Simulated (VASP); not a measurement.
Runs of VASP 6.6.1 on GaP. The structure is that of space group I-4m2 (No. 119), or close to it. The cells are those of the table. 

| level | spin | cell | gap on the mesh (eV) | pressure (GPa) |
| --- | --- | --- | --- | --- |
| PBE | off | a = 3.864, b = 3.864, c = 3.970 Å, angles 59.1, 59.1, 61.8°, 2 atoms | 1.18 | -0.3 |
| PBE | off | a = 3.861, b = 3.861, c = 3.931 Å, angles 59.4, 59.4, 61.2°, 2 atoms | 1.33 | 0.6 |
| PBE | off | a = 3.867, b = 3.867, c = 4.008 Å, angles 58.8, 58.8, 62.4°, 2 atoms | 1.03 | -1.1 |
| r2SCAN | non-collinear, zero start, SOC | a = 3.844, b = 3.844, c = 3.700 Å, angles 61.2, 61.2, 57.5°, 2 atoms | - | (a) |
| PBE | off | a = 3.844, b = 3.844, c = 3.700 Å, angles 61.2, 61.2, 57.5°, 2 atoms | 1.19 | (b) |

Alike in all rows: task single point; potentials or basis VASP PAW PBE potentials, release 64 (Ga_d, P); k mesh 8 × 8 × 8; cutoff (eV) 520; smearing fermi-dirac 0.02 eV.

Task: Fill in the values left out.

Result: (a) 4.5; (b) 7.0.

Caveats: the PAW data sets were made with another functional, which shifts forces and pressure a little (some runs).

A k mesh can miss the band edges, and rows without SOC leave out spin-orbit coupling on Ga.
